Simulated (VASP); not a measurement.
# B (P6/mmm) in VASP: notebook

Runs on B. Level: PBE. Tasks: relaxation of cell and atoms, single point.

Everything below comes from runs of VASP 6.6.1. Logs are shortened: lines on timing, memory, paths and dates and some standing lists are left out, and cuts for length are marked.

## 1. The cell of the first run

It takes space group P6/mmm (No. 191, hexagonal). Conventional cell: a = 2.996 Å, b = 2.996 Å, c = 1.731 Å, α = 90.00°, β = 90.00°, γ = 120.00°. B (site symmetry -6m2) has 5 B at 1.73 Å within 2.3 Å.

## 2. Relaxation of cell and atoms, PBE

File INCAR:

```
PREC = Accurate ; ENCUT = 600
EDIFF = 1E-6 ; ISMEAR = 0
SIGMA = 0.1 ; LREAL = False
LASPH = True ; NELM = 100
ALGO = Normal ; ISIF = 3
LWAVE = False ; LCHARG = False
GGA = PE ; IBRION = 2
NSW = 90 ; EDIFFG = -0.04
```

File KPOINTS:

```
Automatic mesh
0
Gamma
  6 6 10
```

File POSCAR:

```
B
1.0
    2.9961598400      0.0000000000      0.0000000000
   -1.4980799200      2.5947505300      0.0000000000
    0.0000000000      0.0000000000      1.7312494700
B
2
Direct
    0.3333333300      0.6666666700      0.5000000000
    0.6666666700      0.3333333300      0.5000000000
```

Potentials or basis: VASP PAW PBE potentials, release 64 (B).

Launch:

```sh
$ cat potpaw_PBE.64/B/POTCAR > POTCAR
$ mpirun -np 1 vasp_std > vasp.out
```

OUTCAR:

```text
PREC = Accurate
   ENCUT = 600
   EDIFF = 1E-6
   ISMEAR = 0
   LREAL = False
   LASPH = True
   NELM = 100
   ISIF = 3
   GGA = PE
   IBRION = 2
   NSW = 90
   EDIFFG = -0.04

 ion  position               nearest neighbor table
   1  0.333  0.667  0.500-   2 1.73   2 1.73   2 1.73
   2  0.667  0.333  0.500-   1 1.73   1 1.73   1 1.73

  LATTYP: Found a hexagonal cell.
 ALAT       =     2.9961598400
 C/A-ratio  =     0.5778228007

  Lattice vectors:

 A1 = (   2.9961598400,   0.0000000000,   0.0000000000)
 A2 = (  -1.4980799200,   2.5947505300,   0.0000000000)
 A3 = (   0.0000000000,   0.0000000000,   1.7312494700)

Analysis of symmetry for initial positions (statically):
[... 6 lines left out ...]

 Subroutine GETGRP returns: Found 24 space group operations
 (whereof 24 operations were pure point group operations)
 out of a pool of 24 trial point group operations.

The static configuration has the point symmetry D_6h.

Analysis of symmetry for dynamics (positions and initial velocities):
[... 6 lines left out ...]

 Subroutine GETGRP returns: Found 24 space group operations
 (whereof 24 operations were pure point group operations)
 out of a pool of 24 trial point group operations.

The dynamic configuration has the point symmetry D_6h.

 Subroutine INISYM returns: Found 24 space group operations
 (whereof 24 operations are pure point group operations),
 and found     1 'primitive' translations

----------------------------------------------------------------------------------------

                                     Primitive cell

  volume of cell :      13.4592

  direct lattice vectors                    reciprocal lattice vectors
     2.996159840  0.000000000  0.000000000     0.333760565  0.192696752  0.000000000
    -1.498079920  2.594750530  0.000000000     0.000000000  0.385393504  0.000000000
     0.000000000  0.000000000  1.731249470     0.000000000  0.000000000  0.577617505

  length of vectors
     2.996159840  2.996159835  1.731249470     0.385393504  0.385393504  0.577617505

  position of ions in fractional coordinates (direct lattice)
     0.333333330  0.666666670  0.500000000
     0.666666670  0.333333330  0.500000000

  ion indices of the primitive-cell ions
   primitive index   ion index
                 1           1
                 2           2

----------------------------------------------------------------------------------------

 KPOINTS: Automatic mesh

Automatic generation of k-mesh.
 Grid dimensions read from file:
 generate k-points for:    6    6   10

 Generating k-lattice:

  Cartesian coordinates                     Fractional coordinates (reciprocal lattice)
     0.055626761  0.032116125  0.000000000     0.166666667  0.000000000  0.000000000
     0.000000000  0.064232251  0.000000000     0.000000000  0.166666667  0.000000000
     0.000000000  0.000000000  0.057761751     0.000000000  0.000000000  0.100000000

  Length of vectors
     0.064232251  0.064232251  0.057761751

  Shift w.r.t. Gamma in fractional coordinates (k-lattice)
     0.000000000  0.000000000  0.000000000

 Subroutine IBZKPT returns following result:
 ===========================================

 Found     42 irreducible k-points:

 Following reciprocal coordinates:
            Coordinates               Weight
  0.000000  0.000000  0.000000      1.000000
  0.166667  0.000000  0.000000      6.000000
  0.333333 -0.000000  0.000000      6.000000
  0.500000  0.000000  0.000000      3.000000
  0.166667  0.166667  0.000000      6.000000
  0.333333  0.166667  0.000000     12.000000
[... 16 lines left out ...]
  0.166667  0.000000  0.300000     12.000000
  0.333333 -0.000000  0.300000     12.000000
 [... further k-points ...]
   k-points           NKPTS =     42   k-points in BZ     NKDIM =     42   number of bands    NBANDS=      7
   number of dos      NEDOS =    301   number of ions     NIONS =      2
   total plane-waves  NPLWV =   8064
   dimension x,y,z NGX =    24 NGY =   24 NGZ =   14
   dimension x,y,z NGXF=    48 NGYF=   48 NGZF=   28
   ions per type =               2
   NGX,Y,Z   is equivalent  to a cutoff of  13.32, 13.32, 13.44 a.u.
   NGXF,Y,Z  is equivalent  to a cutoff of  26.63, 26.63, 26.89 a.u.
 SYSTEM =  unknown system
   PREC   = accura    normal or accurate (medium, high low for compatibility)
   ISTART =      0    job   : 0-new  1-cont  2-samecut
   ICHARG =      2    charge: 1-file 2-atom 10-const
   ISPIN  =      1    spin polarized calculation?
   LNONCOLLINEAR =      F non collinear calculations
   LSORBIT =      F    spin-orbit coupling
   LASPH  =      T    aspherical Exc in radial PAW
   ENCUT  =  600.0 eV  44.10 Ry    6.64 a.u.   5.98  5.98  3.46*2*pi/ulx,y,z
   NELM   =    100;   NELMIN=  2; NELMDL= -5     # of ELM steps
   EDIFF  = 0.1E-05   stopping-criterion for ELM
   LREAL  =      F    real-space projection
   EDIFFG = -.4E-01   stopping-criterion for IOM
   NSW    =     90    number of steps for IOM
   IBRION =      2    ionic relax: 0-MD 1-quasi-New 2-CG
   NFREE  =      1    steps in history (QN), initial steepest desc. (CG)
   ISIF   =      3    stress and relaxation
   ISYM   =      2    0-nonsym 1-usesym 2-fastsym
   POTIM  = 0.5000    time-step for ionic-motion
   TEBEG  =    0.0;   TEEND  =   0.0 temperature during run
   PSTRESS=    0.0 pullay stress
   NELECT =       6.0000    total number of electrons
   NUPDOWN=      -1.0000    fix difference up-down
   EMIN   =  10.00;   EMAX   =-10.00  energy-range for DOS
   EFERMI =   0.00;   METHOD = LEGACY
   ISMEAR =     0;   SIGMA  =   0.10  broadening in eV -4-tet -1-fermi 0-gaus
   EFERMI_NEDOS =   21; number of points for ismear=-14 and -15
   IALGO  =     38    algorithm
   IMIX   =      4    mixing-type and parameters
     AMIX     =   0.40;   BMIX     =  1.00
     AMIX_MAG =   1.60;   BMIX_MAG =  1.00
  volume/ion in A,a.u.               =       6.73        45.41
  Fermi-wavevector in a.u.,A,eV,Ry     =   1.250600  2.363292 21.279524  1.564001
  Thomas-Fermi vector in A             =   2.384587
   LORBIT       =      0    0 simple, 1 ext, 2 COOP (PROOUT), +10 PAW based schemes
   GGA     = PE    functional components
   LHFCALC =     F    Hartree Fock is set to
   AEXX    =    0.0000 exact exchange contribution
   IVDW    =     0    specifies the selected vdW correction
   LEPSILON=     F    determine dielectric tensor
   LRPA    =     F    only Hartree local field effects (RPA)
 conjugate gradient relaxation of ions
 non-spin polarized calculation
 Gauss-broadening in eV      SIGMA  =   0.10
  energy-cutoff  :      600.00
  volume of cell :       13.46
 maximum number of plane-waves:       474
 NGX is ok and might be reduce to    24
   NGX = 11   NGY = 11   NGZ =  7

--------------------------------------- Ionic step        1  -------------------------------------------

 number of electron       6.0000000 magnetization

 Free energy of the ion-electron system (eV)
  ---------------------------------------------------
  ext. energy  EPLUGINS =         0.00000000
  ---------------------------------------------------
  free energy    TOTEN  =       -11.64987151 eV

  energy without entropy =      -11.64955285  energy(sigma->0) =      -11.64971218

------------------------ aborting loop because EDIFF is reached ----------------------------------------

  FORCE on cell =-STRESS in cart. coord.  units (eV):
  Direction    XX          YY          ZZ          XY          YZ          ZX
  --------------------------------------------------------------------------------------
  -------------------------------------------------------------------------------------
  Total        0.5527812      0.5527812      5.5667172      0.0000000     -0.0000000      0.0000000
  in kB       65.8026876     65.8026873    662.6580773      0.0000000     -0.0000000      0.0000000
  external PRESSURE =     264.7544841 kB  Pullay stress =       0.0000000 kB
[... 129 lines left out ...]
  energy  without entropy=      -11.9350570741  energy(sigma->0) =      -11.93528115

--------------------------------------- Ionic step        5  -------------------------------------------

 number of electron       6.0000000 magnetization

 Free energy of the ion-electron system (eV)
  ---------------------------------------------------
  ext. energy  EPLUGINS =         0.00000000
  ---------------------------------------------------
  free energy    TOTEN  =       -11.93904373 eV

  energy without entropy =      -11.93883757  energy(sigma->0) =      -11.93894065

 E-fermi :   5.3046     XC(G=0): -11.5020

 val. band max:        5.1209459731   @ k =   0.5000   0.0000   0.4000
 cond. band min:       5.4822498667   @ k =   0.3333   0.1667   0.5000
 fundamental gap:      0.3613038936
 Fermi energy:         5.3045650503

 k-point     1 :       0.0000    0.0000    0.0000
  band No.  band energies     occupation
      1      -9.1481      2.00000
      2       3.9354      2.00000
      3       3.9354      2.00000
      4      11.1523      0.00000
      5      11.1523      0.00000
      6      11.3592      0.00000
      7      17.1853      0.00000
[... 221 lines left out ...]
 k-point    24 :       0.3333   -0.0000    0.3000
  band No.  band energies     occupation
      1      -4.5280      2.00000
      2       0.9938      2.00000
      3       4.4635      2.00000
      4       7.2681      0.00000
      5       9.9365      0.00000
      6      15.0385      0.00000
      7      19.5167      0.00000

 [... further k-points ...]
[... 5 lines left out ...]
  --------------------------------------------------------------------------------------
  -------------------------------------------------------------------------------------
  Total       -0.0072629     -0.0072629     -0.0354994      0.0000000      0.0000000      0.0000000
  in kB       -0.7562423     -0.7562423     -3.6963538      0.0000000      0.0000000      0.0000000
  external PRESSURE =      -1.7362794 kB  Pullay stress =       0.0000000 kB
[... 17 lines left out ...]
  FREE ENERGIE OF THE ION-ELECTRON SYSTEM (eV)
  ---------------------------------------------------
  free  energy   TOTEN  =       -11.9390437254 eV

  energy  without entropy=      -11.9388375730  energy(sigma->0) =      -11.93894065

 reached required accuracy - stopping structural energy minimisation
```

It took 4.3 s on 1 thread of Intel Xeon 6975P-C (Granite Rapids), shared host; peak memory 0.12 GiB.

Results:

* Free energy: -11.9390 eV
* Relaxed volume: 7.69 Å³/atom
* Relaxed cell: a = 3.008 Å, b = 3.008 Å, c = 1.964 Å, α = 90.00°, β = 90.00°, γ = 120.00°
* Space group after relaxing (to 0.05 Å): P6/mmm (No. 191)
* Energy gained by relaxing: 144.6 meV/atom
* Ionic steps: 5
* Pressure after relaxing: -0.2 GPa
* Band gap on the k mesh: zero (band 3 reaches 8.36 eV, above the bottom of band 4 at 3.52 eV)

Step by step:
```
step  energy change (eV)  largest force (eV/Å)  pressure (GPa)  volume (Å³)
   1              0.0000                0.0000           26.48        13.46
   2             -0.2830                0.0000           -4.17        15.68
   3             -0.2829                0.0000           -3.41        15.60
   4             -0.2856                0.0000            2.46        15.23
   5             -0.2892                0.0000           -0.17        15.39
```

Final structure:
```
B
1.0
     3.00802    0.00000    0.00000
    -1.50401    2.60502    0.00000
     0.00000    0.00000    1.96366
B
2
Cartesian
  0.0000 1.7367 0.9818
  1.5040 0.8683 0.9818
```

Caveat: the k points lie up to 0.40 Å⁻¹ apart in the final cell.

(Continued in part 2 of 2.)
